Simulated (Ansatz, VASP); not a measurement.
Two plane-wave programs on Ca3C8

```
Ca C
1.0
     4.91204    0.00000    0.00000
    -2.45602    4.25395    0.00000
     0.00000    0.00000    3.54014
Ca C
3 8
Direct
  0.50000 0.00000 0.50000
  0.00000 0.50000 0.50000
  0.50000 0.50000 0.50000
  0.83333 0.66667 0.00000
  0.83333 0.16667 0.00000
  0.33333 0.66667 0.00000
  0.33333 0.16667 0.00000
  0.66667 0.83333 0.00000
  0.66667 0.33333 0.00000
  0.16667 0.83333 0.00000
  0.16667 0.33333 0.00000
```

Alike in both runs: task relaxation of cell and atoms; functional PBE; k mesh 6 × 6 × 6; occupations gaussian, width 0.1 eV; no spin polarisation.

|  | VASP | Ansatz |
| --- | --- | --- |
| version | VASP 6.6.1 | Ansatz 0.2.0 |
| potentials or method | VASP PAW PBE potentials, release 64 (Ca_sv, C), cutoff 600 eV | scalar-relativistic, plane waves, PAW |
| valence electrons in the cell | 62 | 62 |

```tsv
	VASP	Ansatz	Ansatz less VASP
gap on the k mesh at the Fermi level, each at its own relaxed structure (eV)	none	none	-
relaxed volume (Å³/atom)	9.61	9.60	-0.008
relaxed cell length with the largest relative difference (Å)	4.350	4.356	+0.0054
```

A gap of «none» marks a metal or a gap that the smearing closes.

Noted on VASP's run: the volume moved by over 15 % at a fixed basis, so the end points are rough.
